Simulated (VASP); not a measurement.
# Ge (Im-3m) in VASP: notebook

Runs on Ge. Level: LDA. Tasks: relaxation of cell and atoms.

All numbers are computed with VASP 6.6.1; they aren't measurements. Logs are shortened: lines on timing, memory, paths and dates and some standing lists are left out, and cuts for length are marked.

## (1) The cell of the first run

The structure is cubic, space group Im-3m (No. 229). Conventional cell: a = 2.481 Å, b = 2.481 Å, c = 2.481 Å, α = 90.00°, β = 90.00°, γ = 90.00°. Ge (site symmetry m-3m) has 14 Ge at 2.15 to 2.48 Å within 2.8 Å.

## (2) Relaxation of cell and atoms, LDA, target pressure 460 GPa, at which the enthalpy is minimised

Input file INCAR:

```
SYSTEM = Ge
  ALGO = Normal
  EDIFF = 1E-6
  EDIFFG = -0.005
  ENCUT = 600
  GGA = CA
  IBRION = 2
  ISIF = 3
  ISMEAR = -1
  LASPH = .True.
  LCHARG = .False.
  LREAL = .False.
  LWAVE = .False.
  NELM = 60
  NSW = 32
  PREC = Accurate
  PSTRESS = 4600.0
  SIGMA = 0.1
```

Input file KPOINTS:

```
k-points
0
Gamma
  21 21 21
  0 0 0
```

Input file POSCAR:

```
Ge
1.0
   -1.2404383939      1.2404383939      1.2404383939
    1.2404383939     -1.2404383939      1.2404383939
    1.2404383939      1.2404383939     -1.2404383939
Ge
1
Direct
    0.0000000000      0.0000000000      0.0000000000
```

Potentials or basis: VASP PAW LDA potentials, release 64 (Ge_d).

Command:

```console
$ cat potpaw_LDA.64/Ge_d/POTCAR > POTCAR
$ mpirun -np 1 vasp_std > vasp.out
```

OUTCAR:

```text
SYSTEM = Ge
   EDIFF = 1E-6
   EDIFFG = -0.005
   ENCUT = 600
   GGA = CA
   IBRION = 2
   ISIF = 3
   ISMEAR = -1
   LASPH = .True.
   LREAL = .False.
   NELM = 60
   NSW = 32
   PREC = Accurate
   PSTRESS = 4600.0

 ion  position               nearest neighbor table
   1  0.000  0.000  0.000-

  LATTYP: Found a body centered cubic cell.
 ALAT       =     2.4808767878

  Lattice vectors:

 A1 = (  -1.2404383939,   1.2404383939,   1.2404383939)
 A2 = (   1.2404383939,  -1.2404383939,   1.2404383939)
 A3 = (   1.2404383939,   1.2404383939,  -1.2404383939)

Analysis of symmetry for initial positions (statically):
=====================================================================
 Subroutine PRICEL returns:
 Original cell was already a primitive cell.

 Routine SETGRP: Setting up the symmetry group for a
 body centered cubic supercell.

 Subroutine GETGRP returns: Found 48 space group operations
 (whereof 48 operations were pure point group operations)
 out of a pool of 48 trial point group operations.

The static configuration has the point symmetry O_h .

Analysis of symmetry for dynamics (positions and initial velocities):
=====================================================================
 Subroutine PRICEL returns:
 Original cell was already a primitive cell.

 Routine SETGRP: Setting up the symmetry group for a
 body centered cubic supercell.

 Subroutine GETGRP returns: Found 48 space group operations
 (whereof 48 operations were pure point group operations)
 out of a pool of 48 trial point group operations.

The dynamic configuration has the point symmetry O_h .

 Subroutine INISYM returns: Found 48 space group operations
 (whereof 48 operations are pure point group operations),
 and found     1 'primitive' translations

----------------------------------------------------------------------------------------

                                     Primitive cell

  volume of cell :       7.6346

  direct lattice vectors                    reciprocal lattice vectors
    -1.240438394  1.240438394  1.240438394     0.000000000  0.403083299  0.403083299
     1.240438394 -1.240438394  1.240438394     0.403083299  0.000000000  0.403083299
     1.240438394  1.240438394 -1.240438394     0.403083299  0.403083299  0.000000000

  length of vectors
     2.148502322  2.148502322  2.148502322     0.570045868  0.570045868  0.570045868

  position of ions in fractional coordinates (direct lattice)
     0.000000000  0.000000000  0.000000000

  ion indices of the primitive-cell ions
   primitive index   ion index
                 1           1

----------------------------------------------------------------------------------------

 KPOINTS: k-points

Automatic generation of k-mesh.
 Grid dimensions read from file:
 generate k-points for:   21   21   21

 Generating k-lattice:

  Cartesian coordinates                     Fractional coordinates (reciprocal lattice)
     0.000000000  0.019194443  0.019194443     0.047619048  0.000000000  0.000000000
     0.019194443  0.000000000  0.019194443     0.000000000  0.047619048  0.000000000
     0.019194443  0.019194443  0.000000000     0.000000000  0.000000000  0.047619048

  Length of vectors
     0.027145041  0.027145041  0.027145041

  Shift w.r.t. Gamma in fractional coordinates (k-lattice)
     0.000000000  0.000000000  0.000000000

 Subroutine IBZKPT returns following result:
 ===========================================

 Found    286 irreducible k-points:

 Following reciprocal coordinates:
            Coordinates               Weight
  0.000000  0.000000  0.000000      1.000000
  0.047619  0.000000  0.000000     12.000000
  0.095238  0.000000  0.000000     12.000000
  0.142857  0.000000  0.000000     12.000000
  0.190476  0.000000  0.000000     12.000000
  0.238095  0.000000  0.000000     12.000000
[... 16 lines left out ...]
  0.142857  0.095238  0.000000     48.000000
  0.190476  0.095238  0.000000     48.000000
 [... further k-points ...]
   k-points           NKPTS =    286   k-points in BZ     NKDIM =    286   number of bands    NBANDS=     11
   number of dos      NEDOS =    301   number of ions     NIONS =      1
   total plane-waves  NPLWV =   5832
   dimension x,y,z NGX =    18 NGY =   18 NGZ =   18
   dimension x,y,z NGXF=    36 NGYF=   36 NGZF=   36
   ions per type =               1
   NGX,Y,Z   is equivalent  to a cutoff of  13.93, 13.93, 13.93 a.u.
   NGXF,Y,Z  is equivalent  to a cutoff of  27.86, 27.86, 27.86 a.u.
 SYSTEM =  Ge
   PREC   = accura    normal or accurate (medium, high low for compatibility)
   ISTART =      0    job   : 0-new  1-cont  2-samecut
   ICHARG =      2    charge: 1-file 2-atom 10-const
   ISPIN  =      1    spin polarized calculation?
   LNONCOLLINEAR =      F non collinear calculations
   LSORBIT =      F    spin-orbit coupling
   LASPH  =      T    aspherical Exc in radial PAW
   ENCUT  =  600.0 eV  44.10 Ry    6.64 a.u.   4.29  4.29  4.29*2*pi/ulx,y,z
   NELM   =     60;   NELMIN=  2; NELMDL= -5     # of ELM steps
   EDIFF  = 0.1E-05   stopping-criterion for ELM
   LREAL  =      F    real-space projection
   EDIFFG = -.5E-02   stopping-criterion for IOM
   NSW    =     32    number of steps for IOM
   IBRION =      2    ionic relax: 0-MD 1-quasi-New 2-CG
   NFREE  =      1    steps in history (QN), initial steepest desc. (CG)
   ISIF   =      3    stress and relaxation
   ISYM   =      2    0-nonsym 1-usesym 2-fastsym
   POTIM  = 0.5000    time-step for ionic-motion
   TEBEG  =    0.0;   TEEND  =   0.0 temperature during run
   PSTRESS= 4600.0 pullay stress
   NELECT =      14.0000    total number of electrons
   NUPDOWN=      -1.0000    fix difference up-down
   EMIN   =  10.00;   EMAX   =-10.00  energy-range for DOS
   EFERMI =   0.00;   METHOD = LEGACY
   ISMEAR =    -1;   SIGMA  =   0.10  broadening in eV -4-tet -1-fermi 0-gaus
   EFERMI_NEDOS =   21; number of points for ismear=-14 and -15
   IALGO  =     38    algorithm
   IMIX   =      4    mixing-type and parameters
     AMIX     =   0.40;   BMIX     =  1.00
     AMIX_MAG =   1.60;   BMIX_MAG =  1.00
  volume/ion in A,a.u.               =       7.63        51.52
  Fermi-wavevector in a.u.,A,eV,Ry     =   2.003806  3.786644 54.630629  4.015238
  Thomas-Fermi vector in A             =   3.018434
   LORBIT       =      0    0 simple, 1 ext, 2 COOP (PROOUT), +10 PAW based schemes
   GGA     = CA    functional components
   LHFCALC =     F    Hartree Fock is set to
   AEXX    =    0.0000 exact exchange contribution
   IVDW    =     0    specifies the selected vdW correction
   LEPSILON=     F    determine dielectric tensor
   LRPA    =     F    only Hartree local field effects (RPA)
 conjugate gradient relaxation of ions
 non-spin polarized calculation
  energy-cutoff  :      600.00
  volume of cell :        7.63
 maximum number of plane-waves:       264
 NGX is ok and might be reduce to    18
   NGX =  9   NGY =  9   NGZ =  9

--------------------------------------- Ionic step        1  -------------------------------------------

 number of electron      14.0000010 magnetization

 Free energy of the ion-electron system (eV)
  ---------------------------------------------------
  ext. energy  EPLUGINS =         0.00000000
  ---------------------------------------------------
  free energy    TOTEN  =         1.89494011 eV

  energy without entropy =        1.90371107  energy(sigma->0) =        1.89932559

------------------------ aborting loop because EDIFF is reached ----------------------------------------

  FORCE on cell =-STRESS in cart. coord.  units (eV):
  Direction    XX          YY          ZZ          XY          YZ          ZX
  --------------------------------------------------------------------------------------
  -------------------------------------------------------------------------------------
  Total       22.2652237     22.2652237     22.2652237      0.0000000      0.0000000      0.0000000
  in kB     4672.5295230   4672.5295230   4672.5295230      0.0000000      0.0000000      0.0000000
  external PRESSURE =      72.5295230 kB  Pullay stress =    4600.0000000 kB
[... 90 lines left out ...]
  FREE ENERGIE OF THE ION-ELECTRON SYSTEM (eV)
  ---------------------------------------------------
  free  energy   TOTEN  =         1.7936869457 eV

  energy  without entropy=        1.8024615236  energy(sigma->0) =        1.79807423

  enthalpy is  TOTEN    =        23.8138086589 eV   P V=       22.0201217132

[... ionic steps 4 to 7 ...]

--------------------------------------- Ionic step        8  -------------------------------------------

 number of electron      14.0000011 magnetization

------------------------ aborting loop because EDIFF is reached ----------------------------------------

  FORCE on cell =-STRESS in cart. coord.  units (eV):
  Direction    XX          YY          ZZ          XY          YZ          ZX
  --------------------------------------------------------------------------------------
  -------------------------------------------------------------------------------------
  Total       22.0368003     22.0368003     22.0368003     -0.0000000     -0.0000000     -0.0000000
  in kB     4604.8994931   4604.8994931   4604.8994931     -0.0000000     -0.0000000     -0.0000000
  external PRESSURE =       4.8994931 kB  Pullay stress =    4600.0000000 kB
[... 59 lines left out ...]
  enthalpy is  TOTEN    =        23.8138077639 eV   P V=       22.0155746322

--------------------------------------- Ionic step       10  -------------------------------------------

 number of electron      14.0000011 magnetization

 Free energy of the ion-electron system (eV)
  ---------------------------------------------------
  ext. energy  EPLUGINS =         0.00000000
  ---------------------------------------------------
  free energy    TOTEN  =         1.79934376 eV

  energy without entropy =        1.80811819  energy(sigma->0) =        1.80373098

 E-fermi :  21.6778     XC(G=0): -17.0479

 val. band max:       21.6739800075   @ k =  -0.3810   0.4286   0.2857
 cond. band min:      21.6805259686   @ k =  -0.4286   0.4286   0.3333
 fundamental gap:      0.0065459611
 Fermi energy:        21.6777575420

 k-point     1 :       0.0000    0.0000    0.0000
  band No.  band energies     occupation
      1      -5.6084      2.00000
      2      -5.6084      2.00000
      3      -5.6084      2.00000
      4      -4.7559      2.00000
      5      -4.7559      2.00000
      6      -3.1625      2.00000
      7      43.0018      0.00000
      8      43.0018      0.00000
      9      43.0018      0.00000
     10      45.3254      0.00000
     11      45.3254      0.00000
[... 309 lines left out ...]
 k-point    24 :       0.1905    0.0952    0.0000
  band No.  band energies     occupation
      1      -5.8075      2.00000
      2      -5.6849      2.00000
      3      -5.0131      2.00000
      4      -4.9010      2.00000
      5      -4.7490      2.00000
      6       0.2396      2.00000
      7      26.9732      0.00000
      8      31.3335      0.00000
      9      35.3763      0.00000
     10      40.6394      0.00000
     11      44.3616      0.00000

 [... further k-points ...]
[... 5 lines left out ...]
  --------------------------------------------------------------------------------------
  -------------------------------------------------------------------------------------
  Total       22.0194035     22.0194035     22.0194035      0.0000000      0.0000000     -0.0000000
  in kB     4601.0320975   4601.0320975   4601.0320975      0.0000000      0.0000000     -0.0000000
  external PRESSURE =       1.0320975 kB  Pullay stress =    4600.0000000 kB
[... 16 lines left out ...]
  FREE ENERGIE OF THE ION-ELECTRON SYSTEM (eV)
  ---------------------------------------------------
  free  energy   TOTEN  =         1.7993437631 eV

  energy  without entropy=        1.8081181941  energy(sigma->0) =        1.80373098

  enthalpy is  TOTEN    =        23.8138079436 eV   P V=       22.0144641805

 reached required accuracy - stopping structural energy minimisation
```

Run time: 82 s. Hardware: 1 thread of Intel Xeon Platinum 8488C (Sapphire Rapids), shared host; peak memory 0.15 GiB.

What came out:

```yaml
Free_energy: 1.7993 eV
Relaxed_volume: 7.67 Å³/atom
Relaxed_cell: a = 2.152 Å, b = 2.152 Å, c = 2.152 Å, α = 109.47°, β = 109.47°, γ = 109.47°
Space_group_after_relaxing_to_0.05_Å: Im-3m (No. 229)
Energy_change_on_relaxing_the_enthalpy_is_what_falls: -95.6 meV/atom
Ionic_steps: 10
Pressure_after_relaxing: 460.1 GPa
Band_gap_on_the_k_mesh: zero (band 7 reaches 43.00 eV, above the bottom of band 8 at 16.20 eV)
```

The path:
```
step  energy change (eV)  largest force (eV/Å)  pressure (GPa)  volume (Å³)
   1              0.0000                0.0000          467.25         7.63
   2             -1.0390                0.0000          393.16         8.02
   3             -0.1013                0.0000          459.48         7.67
   4             -0.0945                0.0000          460.17         7.67
   5             -0.0964                0.0000          460.19         7.67
   6             -0.0988                0.0000          459.53         7.67
   7             -0.0406                0.0000          463.81         7.65
   8             -0.0945                0.0000          460.49         7.67
   9             -0.0967                0.0000          459.72         7.67
  10             -0.0956                0.0000          460.10         7.67
```

Final structure:
```
Ge
1.0
    -1.24223    1.24223    1.24223
     1.24223   -1.24223    1.24223
     1.24223    1.24223   -1.24223
Ge
1
Direct
  0.00000 0.00000 0.00000
```

Levels at points of the mesh, in eV from the Fermi level:
| k point | band 5 | band 6 | band 7 | band 8 | band 9 | band 10 |
| --- | --- | --- | --- | --- | --- | --- |
| (0.00, 0.00, 0.00) | -26.43 | -24.84 | 21.32 | 21.32 | 21.32 | 23.65 |

Caveat: the cell is relaxed towards a set pressure, so the enthalpy falls and the energy may rise.

## (3) Relaxation of cell and atoms, LDA, target pressure 460 GPa, at which the enthalpy is minimised

This run uses another cell than the first one, of 7.65 Å³/atom, 1.002 times its volume.

Input file INCAR:

```
SYSTEM = Ge
PREC = Accurate
ENCUT = 600
EDIFF = 1E-6
ISMEAR = -1
SIGMA = 0.1
LREAL = .FALSE.
LASPH = .TRUE.
NELM = 60
ALGO = Normal
ISIF = 3
LWAVE = .FALSE.
LCHARG = .FALSE.
IBRION = 2
NSW = 60
EDIFFG = -0.005
PSTRESS = 4600.0
```

Input file KPOINTS:

```
Automatic mesh
0
G
  21 21 21
  0 0 0
```

Input file POSCAR:

```
Ge
1.0
   -1.2414221446      1.2414221446      1.2414221446
    1.2414221446     -1.2414221446      1.2414221446
    1.2414221446      1.2414221446     -1.2414221446
Ge
1
Direct
    0.0000000000      0.0000000000      0.0000000000
```

Potentials or basis: VASP PAW LDA potentials, release 64 (Ge_d).

Command:

```console
$ cat potpaw_LDA.64/Ge_d/POTCAR > POTCAR
$ mpirun -np 1 vasp_std > vasp.out
```

Wall time 54 s (1 thread of Intel Xeon Platinum 8488C (Sapphire Rapids), shared host); peak memory 0.14 GiB.

It converged, with:

| Item | Value |
| --- | --- |
| Free energy | 1.7987 eV |
| Relaxed volume | 7.67 Å³/atom |
| Relaxed cell | a = 2.152 Å, b = 2.152 Å, c = 2.152 Å, α = 109.47°, β = 109.47°, γ = 109.47° |
| Space group after relaxing (to 0.05 Å) | Im-3m (No. 229) |
| Energy change on relaxing (the enthalpy is what falls) | -43.5 meV/atom |
| Ionic steps | 4 |
| Pressure after relaxing | 460.0 GPa |
| Band gap on the k mesh | zero (band 7 reaches 43.00 eV, above the bottom of band 8 at 16.20 eV) |

Step by step:
```
step  energy change (eV)  largest force (eV/Å)  pressure (GPa)  volume (Å³)
   1              0.0000                0.0000          463.49         7.65
   2             -0.5159                0.0000          426.20         7.84
   3             -0.0477                0.0000          459.66         7.67
   4             -0.0435                0.0000          460.03         7.67
```

Final structure:
```cif
data_structure
_symmetry_space_group_name_H-M 'P 1'
_symmetry_Int_Tables_number 1
_cell_length_a 2.1516
_cell_length_b 2.1516
_cell_length_c 2.1516
_cell_angle_alpha 109.471
_cell_angle_beta 109.471
_cell_angle_gamma 109.471
_cell_volume 7.67
loop_
_atom_site_label
_atom_site_type_symbol
_atom_site_fract_x
_atom_site_fract_y
_atom_site_fract_z
_atom_site_occupancy
Ge1 Ge 0.00000 0.00000 0.00000 1
```

Levels at points of the mesh, in eV from the Fermi level:
| k point | band 4 | band 5 | band 6 | band 7 | band 8 | band 9 | band 10 | band 11 |
| --- | --- | --- | --- | --- | --- | --- | --- | --- |
| (0.00, 0.00, 0.00) | -26.43 | -26.43 | -24.84 | 21.32 | 21.32 | 21.32 | 23.65 | 23.65 |

Caveat: the cell is relaxed towards a set pressure, so the enthalpy falls and the energy may rise.
